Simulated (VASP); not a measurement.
# Al19Cu in VASP: notebook

The runs below take Al19Cu through single point, with r2SCAN+rVV10.

Program: VASP 6.6.1. These are calculated values, not measurements. Logs are shortened: lines on timing, memory, paths and dates and some standing lists are left out, and cuts for length are marked.

## (1) The cell of the first run

The cell holds a slab with vacuum, 20 atoms: a = 5.637 Å, b = 5.637 Å, c = 21.206 Å, α = 90.00°, β = 90.00°, γ = 120.00°.

## (2) Single point, r2SCAN+rVV10

POSCAR reads:

```
Al19Cu
1.0
    5.6372161124      0.0000000286      0.0000000000
   -2.8186080810      4.8819723457      0.0000000000
    0.0000000000      0.0000000000     21.2055429712
Al Cu
19 1
Direct
    0.0000000000      0.0000000000      0.2834308947
   -0.0012219770      0.4993890115      0.2832341740
    0.5006109885      1.0012219770      0.2832341740
    0.5006109885      0.4993890115      0.2832341740
    0.3358695731      0.1679347865      0.3943086222
    0.3333333333      0.6666666667      0.3918376719
    0.8320652135      0.1679347865      0.3943086222
    0.8320652135      0.6641304269      0.3943086222
    0.6666666802      0.8333333401      0.4999990703
    0.1666666599      0.3333333198      0.4999990703
    0.1666666599      0.8333333401      0.4999990703
   -0.0025362343      0.4987318828      0.6056895084
    0.0000000000      0.0000000000      0.6081604524
    0.5012681172      0.4987318828      0.6056895084
    0.5012681172      0.0025362343      0.6056895084
    0.3333333333      0.6666666667      0.7165672405
    0.3345553435      0.1672776717      0.7167639434
    0.8327223283      0.6654446565      0.7167639434
    0.8327223283      0.1672776717      0.7167639434
    0.6666666667      0.3333333333      0.4999990818
```

INCAR.step1 reads:

```
PREC = Accurate
ENCUT = 520
ISMEAR = 1
SIGMA = 0.1
LREAL = Auto
LASPH = True
NELM = 100
LDIPOL = True
IDIPOL = 3
DIPOL = 0.5 0.5 0.500
NBANDS = 50
GGA = PE
ALGO = Normal
EDIFF = 1E-4
LWAVE = True
LCHARG = False
```

INCAR.step2 reads:

```
PREC = Accurate
ENCUT = 520
EDIFF = 1E-6
ISMEAR = 1
SIGMA = 0.1
LREAL = Auto
LASPH = True
NELM = 100
ALGO = Normal
ISIF = 2
LWAVE = False
LCHARG = False
LDIPOL = True
IDIPOL = 3
DIPOL = 0.5 0.5 0.500
METAGGA = R2SCAN
LMIXTAU = True
LUSE_VDW = True
IVDW_NL = 2
BPARAM = 11.95
CPARAM = 0.0093
NBANDS = 50
ISTART = 1
```

KPOINTS reads:

```
regular mesh
0
Gamma
  9 9 1
```

Potentials or basis: VASP PAW PBE potentials, release 64 (Al, Cu).

On the command line:

```
> cat potpaw_PBE.64/Al/POTCAR potpaw_PBE.64/Cu/POTCAR > POTCAR
> cp INCAR.step1 INCAR
> mpirun -np 1 vasp_std > vasp.out
> cp INCAR.step2 INCAR
> mpirun -np 1 vasp_std > vasp.out
```

OUTCAR:

```text
PREC = Accurate
   ENCUT = 520
   EDIFF = 1E-6
   ISMEAR = 1
   LREAL = Auto
   LASPH = True
   NELM = 100
   ISIF = 2
   METAGGA = R2SCAN
   IVDW_NL = 2
   BPARAM = 11.95
   ISTART = 1

 ion  position               nearest neighbor table
   1  0.000  0.000  0.283-   3 2.82   3 2.82   4 2.82   4 2.82   2 2.82   2 2.82   7 2.87   5 2.87
                             8 2.87
   2  0.999  0.499  0.283-   4 2.81   3 2.81   1 2.82   1 2.82   6 2.82   4 2.83   3 2.83   8 2.86
                             7 2.86
   3  0.501  0.001  0.283-   2 2.81   4 2.81   1 2.82   1 2.82   6 2.82   2 2.83   4 2.83   5 2.86
                             7 2.86
   4  0.501  0.499  0.283-   2 2.81   3 2.81   1 2.82   1 2.82   6 2.82   2 2.83   3 2.83   8 2.86
                             5 2.86
   5  0.336  0.168  0.394-  20 2.76  11 2.77  10 2.77   7 2.80   8 2.80   6 2.82   6 2.82   7 2.84
                             8 2.84   3 2.86   4 2.86   1 2.87
   6  0.333  0.667  0.392-  11 2.81   9 2.81  10 2.81   8 2.82   5 2.82   7 2.82   7 2.82   8 2.82
                             5 2.82   2 2.82   3 2.82   4 2.82
   7  0.832  0.168  0.394-  20 2.76  10 2.77   9 2.77   5 2.80   8 2.80   6 2.82   6 2.82   5 2.84
                             8 2.84   3 2.86   2 2.86   1 2.87
   8  0.832  0.664  0.394-  20 2.76  11 2.77   9 2.77   5 2.80   7 2.80   6 2.82   6 2.82   5 2.84
                             7 2.84   2 2.86   4 2.86   1 2.87
   9  0.667  0.833  0.500-  15 2.77  14 2.77   7 2.77   8 2.77  13 2.81   6 2.81  11 2.82  10 2.82
[... 9 lines left out ...]
  14  0.501  0.499  0.606-  20 2.76  10 2.77   9 2.77  12 2.80  15 2.80  13 2.82  13 2.82  12 2.84
                            15 2.84  18 2.86  17 2.86  16 2.87
  15  0.501  0.003  0.606-  20 2.76   9 2.77  11 2.77  12 2.80  14 2.80  13 2.82  13 2.82  12 2.84
                            14 2.84  19 2.86  17 2.86  16 2.87
  16  0.333  0.667  0.717-  18 2.82  17 2.82  19 2.82  19 2.82  18 2.82  17 2.82  12 2.87  15 2.87
                            14 2.87
  17  0.335  0.167  0.717-  19 2.81  18 2.81  16 2.82  16 2.82  13 2.82  19 2.83  18 2.83  15 2.86
                            14 2.86
  18  0.833  0.665  0.717-  17 2.81  19 2.81  16 2.82  16 2.82  13 2.82  17 2.83  19 2.83  14 2.86
                            12 2.86
  19  0.833  0.167  0.717-  17 2.81  18 2.81  16 2.82  16 2.82  13 2.82  17 2.83  18 2.83  15 2.86
                            12 2.86
  20  0.667  0.333  0.500-  12 2.76  14 2.76  15 2.76   5 2.76   7 2.76   8 2.76  10 2.82   9 2.82
                            11 2.82  11 2.82  10 2.82   9 2.82

  LATTYP: Found a hexagonal cell.
 ALAT       =     5.6372161124
 C/A-ratio  =     3.7617048111

  Lattice vectors:

 A1 = (   5.6372161124,   0.0000000286,   0.0000000000)
 A2 = (  -2.8186080810,   4.8819723457,   0.0000000000)
 A3 = (   0.0000000000,   0.0000000000,  21.2055429712)

Analysis of symmetry for initial positions (statically):
=====================================================================
 Subroutine PRICEL returns:
 Original cell was already a primitive cell.

 Routine SETGRP: Setting up the symmetry group for a
 hexagonal supercell.

 Subroutine GETGRP returns: Found 12 space group operations
 (whereof  6 operations were pure point group operations)
 out of a pool of 24 trial point group operations.

The static configuration has the point symmetry C_3v.
 The point group associated with its full space group is D_3d.

Analysis of symmetry for dynamics (positions and initial velocities):
=====================================================================
 Subroutine PRICEL returns:
 Original cell was already a primitive cell.

 Routine SETGRP: Setting up the symmetry group for a
 hexagonal supercell.

 Subroutine GETGRP returns: Found 12 space group operations
 (whereof  6 operations were pure point group operations)
 out of a pool of 24 trial point group operations.

The dynamic configuration has the point symmetry C_3v.
 The point group associated with its full space group is D_3d.

 Subroutine INISYM returns: Found 12 space group operations
 (whereof  6 operations are pure point group operations),
 and found     1 'primitive' translations

----------------------------------------------------------------------------------------

                                     Primitive cell

  volume of cell :     583.5921

  direct lattice vectors                    reciprocal lattice vectors
     5.637216112  0.000000029  0.000000000     0.177392524  0.102417623  0.000000000
    -2.818608081  4.881972346  0.000000000    -0.000000001  0.204835244  0.000000000
     0.000000000  0.000000000 21.205542971     0.000000000  0.000000000  0.047157481

  length of vectors
     5.637216112  5.637216112 21.205542971     0.204835244  0.204835244  0.047157481

  position of ions in fractional coordinates (direct lattice)
     0.000000000  0.000000000  0.283430895
     0.998778023  0.499389011  0.283234174
     0.500610989  0.001221977  0.283234174
     0.500610989  0.499389011  0.283234174
     0.335869573  0.167934786  0.394308622
     0.333333333  0.666666667  0.391837672
[... 12 lines left out ...]
     0.832722328  0.167277672  0.716763943
     0.666666667  0.333333333  0.499999082

  ion indices of the primitive-cell ions
   primitive index   ion index
                 1           1
                 2           2
                 3           3
                 4           4
                 5           5
                 6           6
[... 12 lines left out ...]
                19          19
                20          20

----------------------------------------------------------------------------------------

 KPOINTS: regular mesh

Automatic generation of k-mesh.
 Grid dimensions read from file:
 generate k-points for:    9    9    1

 Generating k-lattice:

  Cartesian coordinates                     Fractional coordinates (reciprocal lattice)
     0.019710280  0.011379736  0.000000000     0.111111111  0.000000000  0.000000000
    -0.000000000  0.022759472  0.000000000    -0.000000000  0.111111111  0.000000000
     0.000000000  0.000000000  0.047157481     0.000000000  0.000000000  1.000000000

  Length of vectors
     0.022759472  0.022759472  0.047157481

  Shift w.r.t. Gamma in fractional coordinates (k-lattice)
     0.000000000  0.000000000  0.000000000

 Subroutine IBZKPT returns following result:
 ===========================================

 Found     12 irreducible k-points:

 Following reciprocal coordinates:
            Coordinates               Weight
  0.000000  0.000000  0.000000      1.000000
  0.111111  0.000000  0.000000      6.000000
  0.222222  0.000000  0.000000      6.000000
  0.333333 -0.000000  0.000000      6.000000
  0.444444  0.000000  0.000000      6.000000
  0.111111  0.111111  0.000000      6.000000
  0.222222  0.111111  0.000000     12.000000
  0.333333  0.111111  0.000000     12.000000
  0.444444  0.111111  0.000000      6.000000
  0.222222  0.222222  0.000000      6.000000
  0.333333  0.222222  0.000000     12.000000
  0.333333  0.333333  0.000000      2.000000
   k-points           NKPTS =     12   k-points in BZ     NKDIM =     12   number of bands    NBANDS=     50
   number of dos      NEDOS =    301   number of ions     NIONS =     20
   total plane-waves  NPLWV = 282240
   dimension x,y,z NGX =    42 NGY =   42 NGZ =  160
   dimension x,y,z NGXF=    84 NGYF=   84 NGZF=  320
   ions per type =              19   1
   NGX,Y,Z   is equivalent  to a cutoff of  12.39, 12.39, 12.54 a.u.
   NGXF,Y,Z  is equivalent  to a cutoff of  24.77, 24.77, 25.09 a.u.
 SYSTEM =  unknown system
   PREC   = accura    normal or accurate (medium, high low for compatibility)
   ISTART =      1    job   : 0-new  1-cont  2-samecut
   ICHARG =      0    charge: 1-file 2-atom 10-const
   ISPIN  =      1    spin polarized calculation?
   LNONCOLLINEAR =      F non collinear calculations
   LSORBIT =      F    spin-orbit coupling
   LASPH  =      T    aspherical Exc in radial PAW
   ENCUT  =  520.0 eV  38.22 Ry    6.18 a.u.  10.48 10.48 39.43*2*pi/ulx,y,z
   NELM   =    100;   NELMIN=  2; NELMDL=  0     # of ELM steps
   EDIFF  = 0.1E-05   stopping-criterion for ELM
   LREAL  =      T    real-space projection
   EDIFFG = 0.1E-04   stopping-criterion for IOM
   NSW    =      0    number of steps for IOM
   IBRION =     -1    ionic relax: 0-MD 1-quasi-New 2-CG
   NFREE  =      0    steps in history (QN), initial steepest desc. (CG)
   ISIF   =      2    stress and relaxation
   ISYM   =      2    0-nonsym 1-usesym 2-fastsym
   POTIM  = 0.5000    time-step for ionic-motion
   TEBEG  =    0.0;   TEEND  =   0.0 temperature during run
   PSTRESS=    0.0 pullay stress
   NELECT =      68.0000    total number of electrons
   NUPDOWN=      -1.0000    fix difference up-down
   EMIN   =  10.00;   EMAX   =-10.00  energy-range for DOS
   EFERMI =   0.00;   METHOD = LEGACY
   ISMEAR =     1;   SIGMA  =   0.10  broadening in eV -4-tet -1-fermi 0-gaus
   EFERMI_NEDOS =   21; number of points for ismear=-14 and -15
   IALGO  =     38    algorithm
   IMIX   =      4    mixing-type and parameters
     AMIX     =   0.40;   BMIX     =  1.00
     AMIX_MAG =   1.60;   BMIX_MAG =  1.00
  volume/ion in A,a.u.               =      29.18       196.91
  Fermi-wavevector in a.u.,A,eV,Ry     =   0.799603  1.511031  8.699099  0.639366
  Thomas-Fermi vector in A             =   1.906739
   LORBIT       =      0    0 simple, 1 ext, 2 COOP (PROOUT), +10 PAW based schemes
   METAGGA = R2SCAN    functional components
   LHFCALC =     F    Hartree Fock is set to
   AEXX    =    0.0000 exact exchange contribution
   IVDW_NL    =     2    kernel type
   BPARAM     =11.9500
   IVDW    =     0    specifies the selected vdW correction
   LEPSILON=     F    determine dielectric tensor
   LRPA    =     F    only Hartree local field effects (RPA)
 non-spin polarized calculation
 Methfessel and Paxton  Order N= 1 SIGMA  =   0.10
  energy-cutoff  :      520.00
  volume of cell :      583.59
 maximum number of plane-waves:     15835
 NGX is ok and might be reduce to    42
   NGX = 21   NGY = 21   NGZ = 79

 number of electron      68.0000022 magnetization

 dipolmoment           0.000000      0.000000      0.001219 electrons x Angstroem

 Free energy of the ion-electron system (eV)
  ---------------------------------------------------
  ext. energy  EPLUGINS =         0.00000000
  ---------------------------------------------------
  free energy    TOTEN  =      -133.54199030 eV

  energy without entropy =     -133.53538786  energy(sigma->0) =     -133.53978949

 E-fermi :   2.6718     XC(G=0):  -6.9571

 val. band max:        2.6436102204   @ k =   0.3333  -0.0000   0.0000
 cond. band min:       2.6742005253   @ k =   0.1111   0.0000   0.0000
 fundamental gap:      0.0305903048
 Fermi energy:         2.6717750936

 k-point     1 :       0.0000    0.0000    0.0000
  band No.  band energies     occupation
      1      -9.0429      2.00000
      2      -8.3708      2.00000
      3      -7.0445      2.00000
      4      -5.4962      2.00000
      5      -3.4244      2.00000
      6      -2.9595      2.00000
[... 577 lines left out ...]
     45       5.7588      0.00000
     46       5.7590      0.00000
 [bands above 46 left out]

------------------------ aborting loop because EDIFF is reached ----------------------------------------

 vacuum level on the upper side and lower side of the slab       (xc-potential included)        -0.977        -0.988

  FORCE on cell =-STRESS in cart. coord.  units (eV):
  Direction    XX          YY          ZZ          XY          YZ          ZX
  --------------------------------------------------------------------------------------
  -------------------------------------------------------------------------------------
  Total       -8.6545264     -8.6545264     -0.3026420      0.0000000     -0.0000000      0.0000000
  in kB      -23.7598936    -23.7598936     -0.8308648      0.0000000     -0.0000000      0.0000000
  external PRESSURE =     -16.1168840 kB  Pullay stress =       0.0000000 kB

 VOLUME and BASIS-vectors are now :
 -----------------------------------------------------------------------------
  energy-cutoff  :      520.00
  volume of cell :      583.59
      direct lattice vectors                 reciprocal lattice vectors
     5.637216112  0.000000029  0.000000000     0.177392524  0.102417623  0.000000000
    -2.818608081  4.881972346  0.000000000    -0.000000001  0.204835244  0.000000000
     0.000000000  0.000000000 21.205542971     0.000000000  0.000000000  0.047157481

 POSITION                                       TOTAL-FORCE (eV/Angst)
 -----------------------------------------------------------------------------------
      0.00000      0.00000      6.01031         0.000000     -0.000000      0.005246
      4.22275      2.43800      6.00613         0.000597      0.000345      0.006353
      2.81861      0.00597      6.00613         0.000000     -0.000689      0.006353
      1.41447      2.43800      6.00613        -0.000597      0.000345      0.006353
      1.42003      0.81985      8.36153         0.002586      0.001493      0.003331
     -0.00000      3.25465      8.30913         0.000000     -0.000000      0.004090
[... 12 lines left out ...]
      4.22275      0.81664     15.19937         0.000597     -0.000345     -0.006353
      2.81861      1.62732     10.60275         0.000000     -0.000000     -0.000000
 -----------------------------------------------------------------------------------
    total drift:                               -0.000001      0.000001      0.041291

  FREE ENERGIE OF THE ION-ELECTRON SYSTEM (eV)
  ---------------------------------------------------
  free  energy   TOTEN  =      -133.5419902991 eV

  energy  without entropy=     -133.5353878621  energy(sigma->0) =     -133.53978949

 vacuum level on the upper side and lower side of the slab         5.591         5.586
```

It took 68 min on 1 thread of Intel Xeon Platinum 8375C at 2.90GHz (Ice Lake), shared host; peak memory 1.8 GiB.

What came out:

```yaml
Free_energy: -133.5420 eV
Largest_force: 0.006 eV/Å
Band_gap_on_the_k_mesh: zero (bands 34 and 35 overlap by 1.65 eV)
```

Forces on the atoms (eV/Å):
```
Al   0.000  0.000  0.005
Al   0.001  0.000  0.006
Al   0.000 -0.001  0.006
Al  -0.001  0.000  0.006
Al   0.003  0.001  0.003
Al   0.000  0.000  0.004
Al  -0.003  0.001  0.003
Al   0.000 -0.003  0.003
Al   0.000  0.000  0.000
Al   0.000  0.000  0.000
Al   0.000  0.000  0.000
Al  -0.003 -0.001 -0.003
Al   0.000  0.000 -0.004
Al   0.003 -0.001 -0.003
Al   0.000  0.003 -0.003
Al   0.000  0.000 -0.005
Al  -0.001  0.000 -0.006
Al   0.000  0.001 -0.006
Al   0.001  0.000 -0.006
Cu   0.000  0.000  0.000
```

Caveat: the PAW data sets were made with another functional, which shifts forces and pressure a little.

## (3) Single point, r2SCAN+rVV10

POSCAR reads:

```
Al19Cu
1.0
    5.6372161124      0.0000000286      0.0000000000
   -2.8186080810      4.8819723457      0.0000000000
    0.0000000000      0.0000000000     21.2055429712
Al Cu
19 1
Direct
    0.0000000000      0.0000000000      0.2852192924
   -0.0010888093      0.4994555953      0.2845140577
    0.5005444047      1.0010888093      0.2845140577
    0.5005444047      0.4994555953      0.2845140577
    0.3372398367      0.1686199184      0.3951248888
    0.3333333333      0.6666666667      0.3925658148
    0.8313800816      0.1686199184      0.3951248888
    0.8313800816      0.6627601633      0.3951248888
    0.6666666955      0.8333333478      0.4999988620
    0.1666666522      0.3333333045      0.4999988620
    0.1666666522      0.8333333478      0.4999988620
   -0.0039062255      0.4980468872      0.6048732618
    0.0000000000      0.0000000000      0.6074323578
    0.5019531128      0.4980468872      0.6048732618
    0.5019531128      0.0039062255      0.6048732618
    0.3333333333      0.6666666667      0.7147788869
    0.3344223278      0.1672111639      0.7154840762
    0.8327888361      0.6655776722      0.7154840762
    0.8327888361      0.1672111639      0.7154840762
    0.6666666667      0.3333333333      0.4999995051
```

INCAR.step1 is that of step 2.

INCAR.step2: that of step 2 with these lines changed.

```diff
@@ -11,3 +11,3 @@
 LWAVE = False
-LCHARG = False
+LCHARG = True
 LDIPOL = True
@@ -21,2 +21,5 @@
 CPARAM = 0.0093
+LELF = True
+LVHAR = True
+LVACPOTAV = True
 NBANDS = 50
```

KPOINTS reads:

```
regular mesh
0
Gamma
  6 6 1
```

Potentials or basis: VASP PAW PBE potentials, release 64 (Al, Cu).

On the command line:

```
> cat potpaw_PBE.64/Al/POTCAR potpaw_PBE.64/Cu/POTCAR > POTCAR
> cp INCAR.step1 INCAR
> mpirun -np 1 vasp_std > vasp.out
> cp INCAR.step2 INCAR
> mpirun -np 1 vasp_std > vasp.out
```

Run time: 52 min. Hardware: 1 thread of Intel Xeon Platinum 8375C at 2.90GHz (Ice Lake), shared host; peak memory 1.7 GiB.

Results (log left out):

```yaml
Free_energy: -133.6291 eV
Largest_force: 0.013 eV/Å
Band_gap_on_the_k_mesh: zero (bands 34 and 35 overlap by 1.69 eV)
```

Forces on the atoms (eV/Å):
```
Al   0.000  0.000  0.006
Al  -0.004 -0.003  0.002
Al   0.000  0.005  0.002
Al   0.004 -0.003  0.002
Al   0.004  0.002 -0.004
Al   0.000  0.000 -0.013
Al  -0.004  0.002 -0.004
Al   0.000 -0.004 -0.004
Al   0.000  0.000  0.000
Al   0.000  0.000  0.000
Al   0.000  0.000  0.000
Al  -0.004 -0.002  0.004
Al   0.000  0.000  0.013
Al   0.004 -0.002  0.004
Al   0.000  0.004  0.004
Al   0.000  0.000 -0.006
Al   0.004  0.003 -0.002
Al   0.000 -0.005 -0.002
Al  -0.004  0.003 -0.002
Cu   0.000  0.000  0.000
```

Levels at points of the mesh, in eV from the Fermi level:
```
           k point  band 32  band 33  band 34  band 35  band 36  band 37
(0.00, 0.00, 0.00)    -1.75    -1.39    -0.86    -0.86    -0.86     0.51
(0.50, 0.00, 0.00)    -0.06     0.12     0.40     0.42     0.47     0.73
```

Caveat: the PAW data sets were made with another functional, which shifts forces and pressure a little.
